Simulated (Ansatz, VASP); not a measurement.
**Two plane-wave programs on Si**

The input INCAR:

```
ALGO = Normal
EDIFF = 1E-7
ENCUT = 520
GGA = PE
ISIF = 2
ISMEAR = -1
LASPH = T
LCHARG = F
LREAL = F
LWAVE = F
NBANDS = 8
NELM = 60
PREC = Accurate
SIGMA = 0.1
```

Contents of KPOINTS:

```
k-points
0
Gamma
  14 14 14
```

File POSCAR:

```
Si
1.0
    2.4247628959      0.0000000000      0.0000000000
    0.0000000000      2.4247628959      0.0000000000
    0.0000000000      0.0000000000      2.4247628959
Si
1
Direct
    0.0000000000      0.0000000000      0.0000000000
```

Input for Ansatz:

```yaml
crystal:
  lattice:
    - [2.4247628959, 0.0, 0.0]
    - [0.0, 2.4247628959, 0.0]
    - [0.0, 0.0, 2.4247628959]
  atoms:
    - { symbol: Si, position: [0.0, 0.0, 0.0] }
hamiltonian:
  xc: pbe
  pseudopotentials:
    kind: paw
    azcp:
      Si: "pseudopotentials/Si.paw.azcp"
basis:
  ecutwfc: 420
  fft_grid_basis: typed
kpoints:
  mp_grid: { grid: [14, 14, 14], shift: [0, 0, 0] }
magnetization:
  spin_polarized: false
scf:
  occupations: { method: fermi_dirac, width: 0.1 }
  lower_state_search: "off"
output:
  stress: true
  write_density: true
  write_potential: true
  elf: true
  volumetric_format: npy
```

Alike in both runs: task single point; functional PBE; k mesh 14 × 14 × 14; occupations fermi-dirac, width 0.1 eV; no spin polarisation.

```csv
,VASP,Ansatz
version,VASP 6.6.1,Ansatz 0.2.0
potentials or method,"VASP PAW PBE potentials, release 64 (Si), cutoff 520 eV","plane waves (420 eV) with PAW, scalar-relativistic"
valence electrons in the cell,4,4
```

VASP gave:

- pressure (GPa): 17.6

Question: What did Ansatz give for the same quantities?

Answer: Pressure (GPa): 17.7.
